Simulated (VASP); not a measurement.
Write the native input for VASP 6.6.1 that does the following.

| Item | Value |
| --- | --- |
| Task | single point |
| Functional | PBE |
| Potentials or basis | VASP PAW PBE potentials, release 64 (Ni) |
| Cutoff | 520 eV |
| k mesh | 22 × 22 × 22 |
| Occupations | gaussian, width 0.15 eV |
| Spin | collinear spin, ferromagnetic start |
| Starting moments | [0.81] μB |
| Dipole correction | no |
| Further INCAR settings | ALGO = Normal; EDIFF = 1e-06; NBANDS = 15 |

The structure of Ni lies in POSCAR:

```
Ni
1.0
    0.0000000000      1.8010990625      1.8010990625
    1.7679500000      0.0331490625      1.7679500000
    1.7679500000      1.7679500000      0.0331490625
Ni
1
Direct
    0.0000000000      0.0000000000      0.0000000000
```

This cell differs from its parent crystal: strain +0.0375 x Voigt [0, 0, 0, 1, 0, 0].

The input as run:

INCAR

```
PREC = Accurate
ENCUT = 520
EDIFF = 1E-6
ISMEAR = 0
SIGMA = 0.15
LREAL = F
LASPH = T
NELM = 150
ALGO = Normal
ISIF = 2
LWAVE = F
LCHARG = F
ISPIN = 2
MAGMOM = 0.81
LORBIT = 11
LMAXMIX = 4
GGA = PE
NBANDS = 15
```

KPOINTS

```
regular mesh
0
Gamma
  22 22 22
```

Potentials or basis: VASP PAW PBE potentials, release 64 (Ni).

Run with:

```console
$ cat potpaw_PBE.64/Ni/POTCAR > POTCAR
$ mpirun -np 1 vasp_std > vasp.out
```

It gave:

| Item | Value |
| --- | --- |
| Pressure | -2.4 GPa |
| Net moment | 0.63 μB per cell |
| Site moments | Ni +0.65 μB |
| Valence electrons inside the program's atomic spheres | Ni 9.28 |

Caveat: the cell differs from its parent crystal (strain +0.0375 x Voigt [0, 0, 0, 1, 0, 0]).

Wall time 12 min on 1 thread of Intel Xeon 8259CL (shared host), peak memory 0.46 GiB.
